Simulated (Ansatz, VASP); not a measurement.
# Two plane-wave programs on CaSe

```
Ca Se
1.0
     0.00000    2.97024    2.97024
     2.97024    0.00000    2.97024
     2.97024    2.97024    0.00000
Ca Se
1 1
Cartesian
  0.0000 0.0000 0.0000
  2.9702 2.9702 2.9702
```

Alike in both runs: task single point; functional LDA; k mesh 4 × 4 × 4; occupations gaussian, width 0.1 eV; no spin polarisation.

```csv
,VASP,Ansatz
version,VASP 6.6.1,Ansatz 0.2.0
potentials or method,"VASP PAW LDA potentials, release 64 (Ca_sv, Se)","scalar-relativistic, plane waves, PAW"
plane-wave cutoff (eV),520,420
valence electrons in the cell,16,26
```

Ansatz gave:

```
gap on the k mesh at the Fermi level (eV) : 1.90
least direct gap on the mesh (eV)         : 2.83
pressure (GPa)                            : -3.6
```

**Question.** What did VASP give for the same quantities?

**Answer.** gap on the k mesh at the Fermi level (eV): 1.88; least direct gap on the mesh (eV): 2.81; pressure (GPa): -3.4.

LDA's correlation is that of Perdew and Zunger in VASP and of Perdew and Wang (1992) in Ansatz. VASP's potentials hold 16 valence electrons a cell and Ansatz's 26, so a difference there can come from the potentials and not from the codes.

The k mesh is coarse, so the values compare programs but aren't converged.
